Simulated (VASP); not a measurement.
Wanted: the native input for a VASP 6.6.1 run.

```
Task                   : single point
Functional             : PBEsol
Potentials or basis    : VASP PAW PBE potentials, release 64 (Sc_sv, C)
Cutoff                 : 520 eV
k mesh                 : 6 × 6 × 6
Occupations            : gaussian, width 0.1 eV
Spin                   : no spin polarisation
Dipole correction      : no
Further INCAR settings : ALGO = Normal; EDIFF = 1e-06; NBANDS = 20
```

The structure of ScC3 lies in POSCAR:

```
ScC3
1.0
    3.3627963408      0.0000000000      0.0000000000
    0.0000000000      3.3627963408      0.0000000000
    0.0000000000      0.0000000000      3.3627963408
Sc C
1 3
Direct
    0.0000000000      0.0000000000      0.0000000000
    0.0000000000      0.5000000000      0.5000000000
    0.5000000000      0.0000000000      0.5000000000
    0.5000000000      0.5000000000      0.0000000000
```

This cell differs from its parent crystal: Al replaced by Sc, lengths x 1.084, strained.

These files were run (other wordings do the same):

INCAR

```
SYSTEM = ScC3
PREC = Accurate ; ENCUT = 520
EDIFF = 1E-6 ; ISMEAR = 0
SIGMA = 0.1 ; LREAL = .FALSE.
LASPH = .TRUE. ; NELM = 80
ALGO = Normal ; ISIF = 2
LWAVE = .FALSE. ; LCHARG = .TRUE.
GGA = PS ; LELF = .TRUE.
LVHAR = .TRUE. ; NBANDS = 20
```

KPOINTS

```
regular mesh
0
G
  6 6 6
  0 0 0
```

Potentials or basis: VASP PAW PBE potentials, release 64 (Sc_sv, C).

The run is started by

```sh
$ cat potpaw_PBE.64/Sc_sv/POTCAR potpaw_PBE.64/C/POTCAR > POTCAR
$ mpirun -np 1 vasp_std > vasp.out
```

It gave:

| Item | Value |
| --- | --- |
| Pressure | -11.5 GPa |
| Band gap on the k mesh | zero (an odd number of electrons rules out a gap without spin polarisation) |

Caveat: the cell differs from its parent crystal (Al replaced by Sc, lengths x 1.084, strained); the cell stands under tension; the PAW data sets were made with another functional, which shifts forces and pressure a little.

Wall time 33 s on 1 thread of Intel Xeon 8259CL (shared host), peak memory 0.16 GiB.
